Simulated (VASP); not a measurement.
# Ca2Ge2N (P6/mmm) in VASP: notebook

Runs on Ca2Ge2N. Level: PBE. Tasks: single point, relaxation of cell and atoms.

Everything below comes from runs of VASP 6.6.1. Logs are shortened: lines on timing, memory, paths and dates and some standing lists are left out, and cuts for length are marked.

## Step 1: The cell of the first run

It takes space group P6/mmm (No. 191, hexagonal). Conventional cell: a = 4.292 Å, b = 4.292 Å, c = 6.948 Å, α = 90.00°, β = 90.00°, γ = 120.00°. Ca (site symmetry 6mm) has 1 N at 1.77 Å within 2.4 Å. Ge (site symmetry -6m2) has 3 N at 2.48 Å and 3 Ge at 2.48 Å and 6 Ca at 3.05 Å within 3.3 Å. Within 2.5 Å of N (site symmetry 6/mmm) lie 2 Ca at 1.77 Å and 6 Ge at 2.48 Å.

The cell was built from a structure type or drawn by symmetry, and may not be a known phase.

## Step 2: Single point, PBE

INCAR

```
SYSTEM = Ca2Ge2N
PREC = Accurate ; ENCUT = 520
EDIFF = 1E-7 ; ISMEAR = 0
SIGMA = 0.1 ; LREAL = .False.
LASPH = .True. ; NELM = 80
ALGO = Normal ; ISIF = 2
LWAVE = .False. ; LCHARG = .False.
GGA = PE ; NBANDS = 34
```

KPOINTS

```
regular mesh
0
Gamma
  6 6 4
  0 0 0
```

POSCAR

```
Ca2Ge2N
1.0
    4.2919472700      0.0000000000      0.0000000000
   -2.1459736300      3.7169353700      0.0000000000
    0.0000000000      0.0000000000      6.9478650900
Ca Ge N
2 2 1
Direct
    0.0000000000      0.0000000000      0.2452818600
    0.0000000000      0.0000000000      0.7547181400
    0.3333333300      0.6666666700      0.5000000000
    0.6666666700      0.3333333300      0.5000000000
    0.0000000000      0.0000000000      0.5000000000
```

Potentials or basis: VASP PAW PBE potentials, release 64 (Ca_sv, Ge_d, N).

Started as:

```
cat potpaw_PBE.64/Ca_sv/POTCAR potpaw_PBE.64/Ge_d/POTCAR potpaw_PBE.64/N/POTCAR > POTCAR
mpirun -np 1 vasp_std > vasp.out
```

OUTCAR:

```text
SYSTEM = Ca2Ge2N
   PREC = Accurate
   ENCUT = 520
   EDIFF = 1E-7
   ISMEAR = 0
   LREAL = .False.
   LASPH = .True.
   NELM = 80
   ISIF = 2
   GGA = PE

 ion  position               nearest neighbor table
   1  0.000  0.000  0.245-   5 1.77   4 3.05   3 3.05   3 3.05   4 3.05   4 3.05   3 3.05
   2  0.000  0.000  0.755-   5 1.77   4 3.05   3 3.05   3 3.05   4 3.05   4 3.05   3 3.05
   3  0.333  0.667  0.500-   4 2.48   4 2.48   4 2.48   1 3.05   2 3.05   2 3.05   1 3.05   2 3.05
                             1 3.05
   4  0.667  0.333  0.500-   3 2.48   3 2.48   3 2.48   1 3.05   2 3.05   1 3.05   2 3.05   1 3.05
                             2 3.05
   5  0.000  0.000  0.500-   1 1.77   2 1.77

  LATTYP: Found a hexagonal cell.
 ALAT       =     4.2919472700
 C/A-ratio  =     1.6188141776

  Lattice vectors:

 A1 = (   4.2919472700,   0.0000000000,   0.0000000000)
 A2 = (  -2.1459736300,   3.7169353700,   0.0000000000)
 A3 = (   0.0000000000,   0.0000000000,   6.9478650900)

Analysis of symmetry for initial positions (statically):
=====================================================================
 Subroutine PRICEL returns:
 Original cell was already a primitive cell.

 Routine SETGRP: Setting up the symmetry group for a
 hexagonal supercell.

 Subroutine GETGRP returns: Found 24 space group operations
 (whereof 24 operations were pure point group operations)
 out of a pool of 24 trial point group operations.

The static configuration has the point symmetry D_6h.

Analysis of symmetry for dynamics (positions and initial velocities):
=====================================================================
 Subroutine PRICEL returns:
 Original cell was already a primitive cell.

 Routine SETGRP: Setting up the symmetry group for a
 hexagonal supercell.

 Subroutine GETGRP returns: Found 24 space group operations
 (whereof 24 operations were pure point group operations)
 out of a pool of 24 trial point group operations.

The dynamic configuration has the point symmetry D_6h.

 Subroutine INISYM returns: Found 24 space group operations
 (whereof 24 operations are pure point group operations),
 and found     1 'primitive' translations

----------------------------------------------------------------------------------------

                                     Primitive cell

  volume of cell :     110.8385

  direct lattice vectors                    reciprocal lattice vectors
     4.291947270  0.000000000  0.000000000     0.232994475  0.134519422  0.000000000
    -2.145973630  3.716935370  0.000000000     0.000000000  0.269038845  0.000000000
     0.000000000  0.000000000  6.947865090     0.000000000  0.000000000  0.143929104

  length of vectors
     4.291947270  4.291947270  6.947865090     0.269038845  0.269038845  0.143929104

  position of ions in fractional coordinates (direct lattice)
     0.000000000  0.000000000  0.245281860
     0.000000000  0.000000000  0.754718140
     0.333333330  0.666666670  0.500000000
     0.666666670  0.333333330  0.500000000
     0.000000000  0.000000000  0.500000000

  ion indices of the primitive-cell ions
   primitive index   ion index
                 1           1
                 2           2
                 3           3
                 4           4
                 5           5

----------------------------------------------------------------------------------------

 KPOINTS: regular mesh

Automatic generation of k-mesh.
 Grid dimensions read from file:
 generate k-points for:    6    6    4

 Generating k-lattice:

  Cartesian coordinates                     Fractional coordinates (reciprocal lattice)
     0.038832412  0.022419904  0.000000000     0.166666667  0.000000000  0.000000000
     0.000000000  0.044839808  0.000000000     0.000000000  0.166666667  0.000000000
     0.000000000  0.000000000  0.035982276     0.000000000  0.000000000  0.250000000

  Length of vectors
     0.044839808  0.044839808  0.035982276

  Shift w.r.t. Gamma in fractional coordinates (k-lattice)
     0.000000000  0.000000000  0.000000000

 Subroutine IBZKPT returns following result:
 ===========================================

 Found     21 irreducible k-points:

 Following reciprocal coordinates:
            Coordinates               Weight
  0.000000  0.000000  0.000000      1.000000
  0.166667  0.000000  0.000000      6.000000
  0.333333  0.000000  0.000000      6.000000
  0.500000  0.000000  0.000000      3.000000
  0.166667  0.166667  0.000000      6.000000
  0.333333  0.166667  0.000000     12.000000
[... 13 lines left out ...]
  0.333333  0.166667  0.500000     12.000000
  0.333333  0.333333  0.500000      2.000000
   k-points           NKPTS =     21   k-points in BZ     NKDIM =     21   number of bands    NBANDS=     34
   number of dos      NEDOS =    301   number of ions     NIONS =      5
   total plane-waves  NPLWV =  55296
   dimension x,y,z NGX =    32 NGY =   32 NGZ =   54
   dimension x,y,z NGXF=    64 NGYF=   64 NGZF=  108
   ions per type =               2   2   1
   NGX,Y,Z   is equivalent  to a cutoff of  12.40, 12.40, 12.92 a.u.
   NGXF,Y,Z  is equivalent  to a cutoff of  24.79, 24.79, 25.84 a.u.
 SYSTEM =  Ca2Ge2N
   PREC   = accura    normal or accurate (medium, high low for compatibility)
   ISTART =      0    job   : 0-new  1-cont  2-samecut
   ICHARG =      2    charge: 1-file 2-atom 10-const
   ISPIN  =      1    spin polarized calculation?
   LNONCOLLINEAR =      F non collinear calculations
   LSORBIT =      F    spin-orbit coupling
   LASPH  =      T    aspherical Exc in radial PAW
   ENCUT  =  520.0 eV  38.22 Ry    6.18 a.u.   7.98  7.98 12.92*2*pi/ulx,y,z
   NELM   =     80;   NELMIN=  2; NELMDL= -5     # of ELM steps
   EDIFF  = 0.1E-06   stopping-criterion for ELM
   LREAL  =      F    real-space projection
   EDIFFG = 0.1E-05   stopping-criterion for IOM
   NSW    =      0    number of steps for IOM
   IBRION =     -1    ionic relax: 0-MD 1-quasi-New 2-CG
   NFREE  =      0    steps in history (QN), initial steepest desc. (CG)
   ISIF   =      2    stress and relaxation
   ISYM   =      2    0-nonsym 1-usesym 2-fastsym
   POTIM  = 0.5000    time-step for ionic-motion
   TEBEG  =    0.0;   TEEND  =   0.0 temperature during run
   PSTRESS=    0.0 pullay stress
   NELECT =      53.0000    total number of electrons
   NUPDOWN=      -1.0000    fix difference up-down
   EMIN   =  10.00;   EMAX   =-10.00  energy-range for DOS
   EFERMI =   0.00;   METHOD = LEGACY
   ISMEAR =     0;   SIGMA  =   0.10  broadening in eV -4-tet -1-fermi 0-gaus
   EFERMI_NEDOS =   21; number of points for ismear=-14 and -15
   IALGO  =     38    algorithm
   IMIX   =      4    mixing-type and parameters
     AMIX     =   0.40;   BMIX     =  1.00
     AMIX_MAG =   1.60;   BMIX_MAG =  1.00
  volume/ion in A,a.u.               =      22.17       149.60
  Fermi-wavevector in a.u.,A,eV,Ry     =   1.280177  2.419183 22.297935  1.638852
  Thomas-Fermi vector in A             =   2.412619
   LORBIT       =      0    0 simple, 1 ext, 2 COOP (PROOUT), +10 PAW based schemes
   GGA     = PE    functional components
   LHFCALC =     F    Hartree Fock is set to
   AEXX    =    0.0000 exact exchange contribution
   IVDW    =     0    specifies the selected vdW correction
   LEPSILON=     F    determine dielectric tensor
   LRPA    =     F    only Hartree local field effects (RPA)
 non-spin polarized calculation
 Gauss-broadening in eV      SIGMA  =   0.10
  energy-cutoff  :      520.00
  volume of cell :      110.84
 maximum number of plane-waves:      3006
 NGX is ok and might be reduce to    32
   NGX = 15   NGY = 15   NGZ = 25

 number of electron      53.0000008 magnetization

 Free energy of the ion-electron system (eV)
  ---------------------------------------------------
  ext. energy  EPLUGINS =         0.00000000
  ---------------------------------------------------
  free energy    TOTEN  =       -17.04730159 eV

  energy without entropy =      -17.03144424  energy(sigma->0) =      -17.03937291

 E-fermi :   3.9735     XC(G=0):  -9.1772

 val. band max:        3.9066119464   @ k =   0.3333   0.0000   0.2500
 cond. band min:       4.0042072756   @ k =   0.3333   0.1667   0.5000
 fundamental gap:      0.0975953292
 Fermi energy:         3.9735172126

 k-point     1 :       0.0000    0.0000    0.0000
  band No.  band energies     occupation
      1     -35.6617      2.00000
      2     -35.6217      2.00000
      3     -20.7848      2.00000
      4     -20.7848      2.00000
      5     -20.6968      2.00000
      6     -20.6788      2.00000
[... 26 lines left out ...]
     33       8.7402      0.00000
     34       8.7412      0.00000

 k-point     2 :       0.1667    0.0000    0.0000
  band No.  band energies     occupation
      1     -35.6607      2.00000
      2     -35.6209      2.00000
      3     -20.8152      2.00000
      4     -20.8100      2.00000
      5     -20.7122      2.00000
      6     -20.6691      2.00000
[... 26 lines left out ...]
     33       8.4122      0.00000
     34       8.9185      0.00000

 k-point     3 :       0.3333    0.0000    0.0000
  band No.  band energies     occupation
      1     -35.6588      2.00000
      2     -35.6193      2.00000
      3     -20.8536      2.00000
      4     -20.8512      2.00000
      5     -20.7134      2.00000
      6     -20.6765      2.00000
[... 26 lines left out ...]
     33       8.1889      0.00000
     34       8.7424      0.00000
[... 593 lines left out ...]
 k-point    20 :       0.3333    0.1667    0.5000
  band No.  band energies     occupation
      1     -35.6439      2.00000
      2     -35.6326      2.00000
      3     -20.9036      2.00000
      4     -20.8184      2.00000
      5     -20.7333      2.00000
      6     -20.6817      2.00000
[... 26 lines left out ...]
     33       8.2163      0.00000
     34       8.4959      0.00000

 k-point    21 :       0.3333    0.3333    0.5000
  band No.  band energies     occupation
      1     -35.6434      2.00000
      2     -35.6321      2.00000
      3     -20.9245      2.00000
      4     -20.7748      2.00000
      5     -20.7748      2.00000
      6     -20.6847      2.00000
[... 26 lines left out ...]
     33       8.6669      0.00000
     34       9.0416      0.00000

------------------------ aborting loop because EDIFF is reached ----------------------------------------

  FORCE on cell =-STRESS in cart. coord.  units (eV):
  Direction    XX          YY          ZZ          XY          YZ          ZX
  --------------------------------------------------------------------------------------
  -------------------------------------------------------------------------------------
  Total        7.8952434      7.8952435     32.4810645      0.0000000     -0.0000000      0.0000000
  in kB      114.1261966    114.1261967    469.5156495      0.0000002     -0.0000000      0.0000000
  external PRESSURE =     232.5893476 kB  Pullay stress =       0.0000000 kB

 VOLUME and BASIS-vectors are now :
 -----------------------------------------------------------------------------
  energy-cutoff  :      520.00
  volume of cell :      110.84
      direct lattice vectors                 reciprocal lattice vectors
     4.291947270  0.000000000  0.000000000     0.232994475  0.134519422  0.000000000
    -2.145973630  3.716935370  0.000000000     0.000000000  0.269038845  0.000000000
     0.000000000  0.000000000  6.947865090     0.000000000  0.000000000  0.143929104

 POSITION                                       TOTAL-FORCE (eV/Angst)
 -----------------------------------------------------------------------------------
      0.00000      0.00000      1.70419        -0.000000      0.000000     -8.587533
      0.00000      0.00000      5.24368         0.000000     -0.000000      8.587533
     -0.00000      2.47796      3.47393         0.000000     -0.000000      0.000000
      2.14597      1.23898      3.47393        -0.000000      0.000000      0.000000
      0.00000      0.00000      3.47393         0.000000      0.000000      0.000000
 -----------------------------------------------------------------------------------
    total drift:                               -0.000000      0.000000     -0.000000

  FREE ENERGIE OF THE ION-ELECTRON SYSTEM (eV)
  ---------------------------------------------------
  free  energy   TOTEN  =       -17.0473015876 eV

  energy  without entropy=      -17.0314442402  energy(sigma->0) =      -17.03937291
```

Run time: 42 s. Hardware: 1 thread of Intel Xeon 6975P-C (Granite Rapids), shared host; peak memory 0.26 GiB.

Results:

```yaml
Free_energy: -17.0473 eV
Pressure: 23.3 GPa
Largest_force: 8.588 eV/Å
Band_gap_on_the_k_mesh: zero (an odd number of electrons rules out a gap without spin polarisation)
```

Forces in eV/Å, atoms in the order of the input:
```
Ca   0.000  0.000 -8.588
Ca   0.000  0.000  8.588
Ge   0.000  0.000  0.000
Ge   0.000  0.000  0.000
N    0.000  0.000  0.000
```

Caveat: the cell stands under pressure; forces of over 1 eV/Å act on the atoms, so gaps and moduli don't describe the material at rest.

## Step 3: Single point, PBE

This run uses another cell than the first one, of 27.84 Å³/atom.

INCAR

```
SYSTEM = Ca2Ge2N
PREC     = Accurate       ! precision mode
ENCUT    = 520            ! plane-wave cutoff, eV
EDIFF    = 1E-7           ! SCF threshold, eV
ISMEAR   = 0              ! smearing method
SIGMA    = 0.1            ! smearing width, eV
LREAL    = .False.        ! projectors in reciprocal space
LASPH    = .True.         ! aspherical terms in the spheres
NELM     = 100            ! most SCF steps
ALGO     = Normal         ! electronic algorithm
ISIF     = 2              ! what is computed and relaxed
LWAVE    = .False.        ! write WAVECAR
LCHARG   = .True.         ! write CHGCAR
GGA      = PE             ! functional
LELF     = .True.         ! ELF
LVHAR    = .True.       
NBANDS   = 34             ! bands
```

KPOINTS

```
Automatic mesh
0
Gamma
  6 6 4
  0 0 0
```

POSCAR

```
Ca2Ge2N
1.0
    4.4113350739     -0.0000000030      0.0000000000
   -2.2056675344      3.8203282401      0.0000000000
    0.0000000000      0.0000000000      8.2608127270
Ca Ge N
2 2 1
Direct
    0.0000000000      0.0000000000      0.2348248446
    0.0000000000      0.0000000000      0.7651751554
    0.3333333333      0.6666666667      0.5000000000
    0.6666666667      0.3333333333      0.5000000000
    0.0000000000      0.0000000000      0.5000000000
```

Potentials or basis: VASP PAW PBE potentials, release 64 (Ca_sv, Ge_d, N).

Started as:

```
cat potpaw_PBE.64/Ca_sv/POTCAR potpaw_PBE.64/Ge_d/POTCAR potpaw_PBE.64/N/POTCAR > POTCAR
mpirun -np 1 vasp_std > vasp.out
```

Wall time 69 s (1 thread of Intel Xeon 6975P-C (Granite Rapids), shared host); peak memory 0.32 GiB.

It converged, with:

- Free energy: -20.3800 eV
- Pressure: 0.1 GPa
- Largest force: 0.040 eV/Å
- Band gap on the k mesh: zero (an odd number of electrons rules out a gap without spin polarisation)

Forces in eV/Å, atoms in the order of the input:
```
Ca   0.000  0.000 -0.040
Ca   0.000  0.000  0.040
Ge   0.000  0.000  0.000
Ge   0.000  0.000  0.000
N    0.000  0.000  0.000
```

Stress tensor (GPa, compression positive):
```
0.06 0.00 0.00
0.00 0.06 0.00
0.00 0.00 0.27
```

Levels at points of the mesh, in eV from the Fermi level:
```
           k point  band 25  band 26  band 27  band 28  band 29  band 30
(0.00, 0.00, 0.00)    -2.29    -2.29    -1.99    -1.49     1.98     2.64
(0.50, 0.00, 0.00)    -0.64    -0.61     0.34     0.61     1.49     1.75
(0.00, 0.00, 0.50)    -2.29    -2.29    -1.67    -0.80     0.03     2.48
(0.50, 0.00, 0.50)    -0.75    -0.48     0.50     1.29     1.52     1.74
```

## Step 4: Relaxation of cell and atoms, PBE

INCAR

```
  ALGO = Normal
  EDIFF = 1E-6
  EDIFFG = -0.04
  ENCUT = 600
  GGA = PE
  IBRION = 2
  ISIF = 3
  ISMEAR = 0
  LASPH = T
  LCHARG = F
  LREAL = F
  LWAVE = F
  NELM = 80
  NSW = 90
  PREC = Accurate
  SIGMA = 0.1
```

KPOINTS

```
k-points
0
Gamma
  6 6 4
```

POSCAR

```
Ca2Ge2N
1.0
    4.2919472700      0.0000000000      0.0000000000
   -2.1459736300      3.7169353700      0.0000000000
    0.0000000000      0.0000000000      6.9478650900
Ca Ge N
2 2 1
Direct
    0.0000000000      0.0000000000      0.2452818600
    0.0000000000      0.0000000000      0.7547181400
    0.3333333300      0.6666666700      0.5000000000
    0.6666666700      0.3333333300      0.5000000000
    0.0000000000      0.0000000000      0.5000000000
```

Started as:

```
cat potpaw_PBE.64/Ca_sv/POTCAR potpaw_PBE.64/Ge_d/POTCAR potpaw_PBE.64/N/POTCAR > POTCAR
mpirun -np 1 vasp_std > vasp.out
```

Run time: 10 min. Hardware: 1 thread of Intel Xeon 6975P-C (Granite Rapids), shared host; peak memory 0.32 GiB.

Results (log left out):

```
Free energy                           : -20.3688 eV
Relaxed volume                        : 27.65 Å³/atom
Relaxed cell                          : a = 4.403 Å, b = 4.403 Å, c = 8.236 Å, α = 90.00°, β = 90.00°, γ = 120.00°
Space group after relaxing (to 0.1 Å) : P6/mmm (No. 191)
Energy gained by relaxing             : 663.6 meV/atom
Ionic steps                           : 18
Pressure after relaxing               : 0.2 GPa
Largest force after relaxing          : 0.009 eV/Å
Band gap on the k mesh                : zero (an odd number of electrons rules out a gap without spin polarisation)
```

Forces on the atoms (eV/Å):
```
Ca   0.000  0.000  0.009
Ca   0.000  0.000 -0.009
Ge   0.000  0.000  0.000
Ge   0.000  0.000  0.000
N    0.000  0.000  0.000
```

Stress tensor (GPa, compression positive):
```
0.23 0.00 0.00
0.00 0.23 0.00
0.00 0.00 0.07
```

Step by step:
```tsv
step	energy change (eV)	largest force (eV/Å)	pressure (GPa)	volume (Å³)
1	0.0000	8.5837	23.25	110.84
2	-0.9896	2.2141	-6.65	168.59
3	-3.1331	1.1728	-1.20	134.36
4	-3.1648	0.9450	-0.50	132.66
5	-3.1800	0.6180	0.51	130.53
6	-3.1794	0.6847	0.31	130.94
7	-3.2334	0.6114	0.17	132.31
8	-3.2766	0.5325	0.02	134.74
9	-3.3095	0.0779	0.48	135.62
10	-3.3102	0.0032	0.57	135.76
11	-3.3167	0.0292	-0.06	138.43
12	-3.3168	0.0333	-0.10	138.79
13	-3.3167	0.0428	-0.24	139.50
14	-3.3169	0.0364	-0.20	139.03
15	-3.3169	0.0360	0.00	138.90
16	-3.3180	0.0688	-0.15	138.83
17	-3.3180	0.0787	-0.10	138.81
18	-3.3182	0.0085	0.18	138.27
```

Final structure:
```
Ca Ge N
1.0
     4.40309    0.00000    0.00000
    -2.20155    3.81319    0.00000
     0.00000    0.00000    8.23552
Ca Ge N
2 2 1
Cartesian
  0.0000 0.0000 1.9224
  0.0000 0.0000 6.3131
  0.0000 2.5421 4.1178
  2.2015 1.2711 4.1178
  -2.2015 3.8132 4.1178
```

Levels at points of the mesh, in eV from the Fermi level:
```
           k point  band 25  band 26  band 27  band 28  band 29  band 30
(0.00, 0.00, 0.00)    -2.29    -2.29    -2.01    -1.48     1.98     2.65
(0.50, 0.00, 0.00)    -0.63    -0.61     0.33     0.60     1.52     1.78
(0.00, 0.00, 0.50)    -2.29    -2.29    -1.67    -0.80     0.03     2.48
(0.50, 0.00, 0.50)    -0.75    -0.46     0.49     1.29     1.54     1.78
```

Caveat: the volume moved by over 15 % at a fixed basis, so the end points are rough.

(Part 1 of 2 ends here.)
